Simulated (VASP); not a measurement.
HgGe3: relaxation of cell and atoms with PBE

Crystal: HgGe3.

```
Ge Hg
1.0
     4.38401    0.00000    0.00000
     0.00000    4.38401    0.00000
     0.00000    0.00000    4.38401
Ge Hg
3 1
Direct
  0.00000 0.50000 0.50000
  0.50000 0.00000 0.50000
  0.50000 0.50000 0.00000
  0.00000 0.00000 0.00000
```

```
Program                : VASP 6.6.1
Task                   : relaxation of cell and atoms
Functional             : PBE
Potentials or basis    : VASP PAW PBE potentials, release 64 (Ge_d, Hg)
Cutoff                 : 600 eV
k mesh                 : 10 × 10 × 10
Occupations            : gaussian, width 0.1 eV
Spin                   : no spin polarisation
Dipole correction      : no
Further INCAR settings : ALGO = Fast; EDIFF = 1e-07; IBRION = 2; EDIFFG = -0.01; NSW = 100; ISIF = 3
```

```yaml
Pressure_after_relaxing: 0.0 GPa
Band_gap_on_the_k_mesh: zero (bands 27 and 28 overlap by 4.74 eV)
```

Final structure:
```xyz
4
Lattice="4.3840 0.0000 0.0000 0.0000 4.3840 0.0000 0.0000 0.0000 4.3840" Properties=species:S:1:pos:R:3 pbc="T T T"
Ge    0.0000    2.1920    2.1920
Ge    2.1920    0.0000    2.1920
Ge    2.1920    2.1920    0.0000
Hg    0.0000    0.0000    0.0000
```

Levels at points of the mesh, in eV from the Fermi level:
| k point | band 24 | band 25 | band 26 | band 27 | band 28 | band 29 | band 30 | band 31 |
| --- | --- | --- | --- | --- | --- | --- | --- | --- |
| (0.00, 0.00, 0.00) | -3.34 | -3.34 | -3.34 | -2.12 | 2.27 | 2.27 | 2.27 | 4.21 |
| (0.50, 0.00, 0.00) | -2.54 | -1.19 | -1.19 | -0.78 | -0.78 | 0.56 | 1.07 | 4.58 |
| (0.50, 0.50, 0.00) | -5.86 | -0.83 | 0.03 | 0.03 | 0.06 | 1.04 | 1.04 | 2.13 |
| (0.50, 0.50, 0.50) | -4.98 | -4.29 | -4.29 | -4.29 | -3.92 | 5.98 | 5.98 | 6.06 |

Wall time 3.4 min on 1 thread of Oxide Virtual Turin-like Processor (shared host), peak memory 0.28 GiB.

Caveat: the relaxation stopped at its first step, so nothing moved; spin-orbit coupling is left out, which moves the levels of the heavy elements.
